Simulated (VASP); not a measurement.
Input of a VASP 6.6.1 run:

Contents of INCAR:

```
PREC = Accurate ; ENCUT = 520
EDIFF = 1E-7 ; ISMEAR = 0
SIGMA = 0.05 ; LREAL = Auto
LASPH = T ; NELM = 80
ALGO = Normal ; ISIF = 2
LWAVE = F ; LCHARG = F
LDIPOL = T ; IDIPOL = 3
DIPOL = 0.5 0.5 0.431 ; GGA = PE
IVDW = 12 ; NBANDS = 106
```

KPOINTS

```
regular mesh
0
Gamma
  3 2 1
```

The input POSCAR:

```
Si3H2N4O
1.0
    5.8226178753      0.0000000000      0.0000000000
    0.0000000000      7.6192383072      0.0000000000
    0.0000000000      0.0000000000     30.0673671956
Si N O H
12 16 4 8
Direct
    0.3750000000      0.5290403540      0.3411573408
    0.8750000000      0.5290403540      0.3411573408
    0.1250000000      0.2098373769      0.3793605141
    0.6250000000      0.2098373769      0.3793605141
    0.1250000000      0.8192029771      0.3921066543
    0.6250000000      0.8192029771      0.3921066543
    0.3707581280      0.1828165894      0.4687933471
    0.8708604845      0.1825657379      0.4687891315
    0.3737684512      0.7891781086      0.4814148404
    0.8739348353      0.7894362228      0.4813775864
    0.1220834570      0.4696515137      0.5198521926
    0.6220861531      0.4698866914      0.5197549436
    0.1250000000      0.0000000000      0.3571579409
    0.6250000000      0.0000000000      0.3571579409
    0.1250000000      0.6350876240      0.3579017174
    0.6250000000      0.6350876240      0.3579017174
    0.3750000000      0.3200857031      0.3644600287
    0.8750000000      0.3200857031      0.3644600287
    0.3750000000      0.8150019209      0.4237515163
    0.8750000000      0.8150019209      0.4237515163
    0.1202294049      0.1915741569      0.4370290723
    0.6200538116      0.1910629114      0.4370532112
    0.1237026521      0.6790479596      0.4972227145
    0.6237783945      0.6790710454      0.4970693996
    0.3715578360      0.3638071892      0.5044596228
    0.8715122054      0.3638490720      0.5044678806
    0.3745366137     -0.0007544095      0.5020094794
    0.8752346423     -0.0008757010      0.5017637225
    0.3609959340      0.5170149108      0.2860306498
    0.8610281207      0.5170022421      0.2860324556
    0.1363280203      0.4835147866      0.5752251644
    0.6341519901      0.4848851221      0.5751615517
    0.5111965810      0.5057676512      0.2717979498
    1.0112391710      0.5057807880      0.2718018241
    0.2322790043      0.9852366883      0.3306509221
    0.7321448587      0.9851848139      0.3306332646
    0.3195315393      0.0170211078      0.5337474648
    0.8241061674      0.0171906815      0.5338816908
   -0.0133287319      0.5021482341      0.5891384546
    0.4827274630      0.5010358641      0.5886603700
```

Potentials or basis: VASP PAW PBE potentials, release 64 (Si, N, O, H).

Command:

```sh
$ cat potpaw_PBE.64/Si/POTCAR potpaw_PBE.64/N/POTCAR potpaw_PBE.64/O/POTCAR potpaw_PBE.64/H/POTCAR > POTCAR
$ mpirun -np 1 vasp_std > vasp.out
```

Task: What does it give for the largest force?

Result: 0.601 eV/Å.

Task: Predict the dispersion energy per atom.

Result: -0.144 eV.

Task: What does it give for the band gap on the k mesh?

Result: 3.79 eV.

Forces in eV/Å, atoms in the order of the input:
```
Si  -0.063  0.228  0.552
Si  -0.062  0.229  0.552
Si  -0.038  0.120  0.023
Si  -0.042  0.113  0.031
Si  -0.063 -0.030 -0.213
Si  -0.069 -0.033 -0.209
Si   0.005  0.057  0.027
Si  -0.004  0.177 -0.051
Si   0.006 -0.040  0.000
Si  -0.006 -0.179 -0.022
Si   0.036 -0.023  0.069
Si   0.007 -0.023  0.153
N   -0.056  0.100  0.317
N   -0.055  0.098  0.317
N    0.088 -0.389 -0.346
N    0.089 -0.389 -0.347
N   -0.076  0.091 -0.368
N   -0.085  0.089 -0.364
N    0.207 -0.090  0.112
N    0.223 -0.086  0.083
N   -0.020 -0.036  0.000
N    0.017 -0.020 -0.010
N   -0.013  0.053 -0.051
N    0.018  0.062 -0.055
N   -0.013 -0.019 -0.083
N    0.004 -0.052 -0.073
N   -0.001 -0.001  0.016
N   -0.077  0.043  0.321
O   -0.061  0.003  0.015
O   -0.062  0.002  0.014
O    0.051  0.013 -0.114
O    0.060  0.002 -0.146
H    0.079 -0.008 -0.071
H    0.079 -0.008 -0.071
H   -0.005 -0.003 -0.009
H   -0.005 -0.002 -0.009
H    0.009  0.004  0.004
H    0.047 -0.022 -0.161
H   -0.095 -0.015  0.087
H   -0.055 -0.018  0.081
```
